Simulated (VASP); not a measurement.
Crystal: NaCl.

```
CELL_PARAMETERS angstrom
3.45955 0.00000 0.00000
0.00000 3.45955 0.00000
0.00000 0.00000 3.45955
ATOMIC_POSITIONS crystal
Na 0.00000 0.00000 0.00000
Cl 0.50000 0.50000 0.50000
```

Base run:

```yaml
Program: VASP 6.6.1
Functional: PBE
Potentials_or_basis: VASP PAW PBE potentials, release 64 (Na_pv, Cl)
Cutoff: 520 eV
k_mesh: 6 × 6 × 6
Occupations: gaussian, width 0.01 eV
Spin: no spin polarisation
```

Its results: band gap on the k mesh 4.10 eV (least direct gap 4.63 eV); electronic dielectric tensor (diagonal) 2.75.

Task: The run is repeated on the same cell with these changes: functional from PBE to r2SCAN. What comes out?

Result: Band gap on the k mesh 4.95 eV (least direct gap 5.49 eV); electronic dielectric tensor (diagonal) 2.57.

A k mesh can miss the band edges.
